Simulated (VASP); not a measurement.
# InGaAs2: single point with r2SCAN

Crystal: InGaAs2.

```xyz
4
Lattice="4.0495 0.0000 0.0000 0.0000 4.0495 0.0000 0.0000 0.0000 5.9223" Properties=species:S:1:pos:R:3 pbc="T T T"
In    0.0000    0.0000    2.9612
Ga    2.0247    2.0247    0.0000
As    2.0247    0.0000    4.5595
As    0.0000    2.0247    1.3628
```

This cell differs from its parent crystal: strain -0.025 along x and y, +0.000 along z.

```yaml
Program: VASP 6.6.1
Task: single point
Functional: r2SCAN
Potentials_or_basis: VASP PAW PBE potentials, release 64 (In_d, Ga_d, As)
Cutoff: 520 eV
k_mesh: 8 × 8 × 6
Occupations: gaussian, width 0.03 eV
Spin: no spin polarisation
```

* Pressure: 3.6 GPa
* Largest force: 0.041 eV/Å
* Band gap on the k mesh: 0.56 eV

Forces in eV/Å, atoms in the order of the input:
```
In   0.000  0.000  0.000
Ga   0.000  0.000  0.000
As   0.000  0.000  0.041
As   0.000  0.000 -0.041
```

Stress tensor (GPa, compression positive):
```
4.05 0.00 0.00
0.00 4.05 0.00
0.00 0.00 2.78
```

Levels at points of the mesh, in eV from the valence-band top:
| k point | band 15 | band 16 | band 17 | band 18 | band 19 | band 20 | band 21 | band 22 |
| --- | --- | --- | --- | --- | --- | --- | --- | --- |
| (0.00, 0.00, 0.00) | -2.73 | -0.32 | 0.00 | 0.00 | 0.56 | 1.81 | 2.28 | 4.08 |
| (0.50, 0.00, 0.00) | -3.64 | -3.35 | -1.54 | -0.86 | 2.55 | 3.73 | 5.25 | 5.35 |
| (0.50, 0.50, 0.00) | -3.04 | -2.84 | -2.84 | -2.65 | 1.57 | 1.57 | 1.79 | 2.12 |
| (0.00, 0.00, 0.50) | -2.05 | -2.05 | -1.31 | -1.31 | 2.29 | 2.30 | 3.24 | 3.81 |
| (0.50, 0.00, 0.50) | -1.51 | -1.38 | -1.34 | -0.77 | 1.00 | 1.52 | 4.45 | 5.00 |
| (0.50, 0.50, 0.50) | -3.62 | -3.54 | -3.42 | -3.42 | 4.55 | 4.57 | 4.57 | 4.69 |

It took 8 min on 1 thread of Intel Xeon 8259CL (shared host), peak memory 0.32 GiB.

Caveat: the cell differs from its parent crystal (strain -0.025 along x and y, +0.000 along z); the cell stands under pressure; the PAW data sets were made with another functional, which shifts forces and pressure a little; spin-orbit coupling is left out, which moves the levels of the heavy elements. A k mesh can miss the band edges.
